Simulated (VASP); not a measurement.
Input of a VASP 6.6.1 run:

INCAR

```
SYSTEM = C
ALGO = Normal ; DIPOL = 0.5 0.5 0.500
EDIFF = 1E-6 ; EDIFFG = -0.01
ENCUT = 520 ; GGA = PE
IBRION = 2 ; IDIPOL = 3
ISIF = 2 ; ISMEAR = -1
LASPH = .TRUE. ; LCHARG = .FALSE.
LDIPOL = .TRUE. ; LREAL = .FALSE.
LWAVE = .FALSE. ; NELM = 80
NSW = 32 ; PREC = Accurate
SIGMA = 0.02
```

Contents of KPOINTS:

```
k-points
0
G
  12 8 1
  0 0 0
```

POSCAR

```
C
1.0
    2.5255274271      0.0000000000      0.0000000000
    0.0000000000      3.5716351395      0.0000000000
    0.0000000000      0.0000000000     18.5255000000
C
6
Direct
    0.7500000000      0.0971674604      0.4383265556
    0.2500000000      0.9028325396      0.4383265556
    0.2500000000      0.6103415899      0.5000000220
    0.7500000000      0.3896584101      0.5000000220
    0.7500000000      0.0971674345      0.5616734224
    0.2500000000      0.9028325655      0.5616734224
```

Potentials or basis: VASP PAW PBE potentials, release 64 (C).

Launch:

```console
$ cat potpaw_PBE.64/C/POTCAR > POTCAR
$ mpirun -np 1 vasp_std > vasp.out
```

Question: Estimate the energy gained by relaxing.

Answer: 0.0 meV/atom.

Question: What does it give for the band gap on the k mesh?

Answer: Zero (bands 12 and 13 overlap by 0.94 eV).

Final structure:
```
C
1.0
     2.52553    0.00000    0.00000
     0.00000    3.57164    0.00000
     0.00000    0.00000   18.52550
C
6
Direct
  0.75000 0.09732 0.43823
  0.25000 0.90268 0.43823
  0.25000 0.61045 0.50000
  0.75000 0.38955 0.50000
  0.75000 0.09732 0.56177
  0.25000 0.90268 0.56177
```
